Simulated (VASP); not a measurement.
Runs of VASP 6.6.1 on Mo. The structure is that of space group I4/mmm (No. 139), or close to it. The cells are those of the table. 

```tsv
cell	further INCAR settings	gap on the mesh (eV)	pressure (GPa)
a = 2.650 Å, angles 107.3, 107.3, 113.9°, 1 atom	ALGO = Fast; EDIFF = 1e-06; NBANDS = 13	none	(a)
a = 2.617 Å, angles 112.9, 112.9, 102.7°, 1 atom	ALGO = Fast; EDIFF = 1e-06; NBANDS = 13	none	(b)
a = 2.656 Å, angles 114.1, 114.1, 100.6°, 1 atom	ALGO = Fast; EDIFF = 1e-07; NBANDS = 13	none	38.4
a = 2.687 Å, angles 111.7, 111.7, 105.1°, 1 atom	ALGO = Fast; EDIFF = 1e-07; NBANDS = 13	none	19.3
a = 2.578 Å, angles 111.8, 111.8, 104.9°, 1 atom	ALGO = Fast; EDIFF = 1e-07; NBANDS = 13	none	72.1
```

Alike in all rows: task single point; level PBE; potentials or basis VASP PAW PBE potentials, release 64 (Mo_sv); no spin polarisation; k mesh 22 × 22 × 22; cutoff (eV) 520; smearing gaussian 0.15 eV.

Q: Estimate the missing entries.

A: (a) 34.3; (b) 53.7.

A k mesh can miss the band edges, and the runs leave out spin-orbit coupling on Mo.

A gap of «none» marks levels without a gap at the run's occupations.
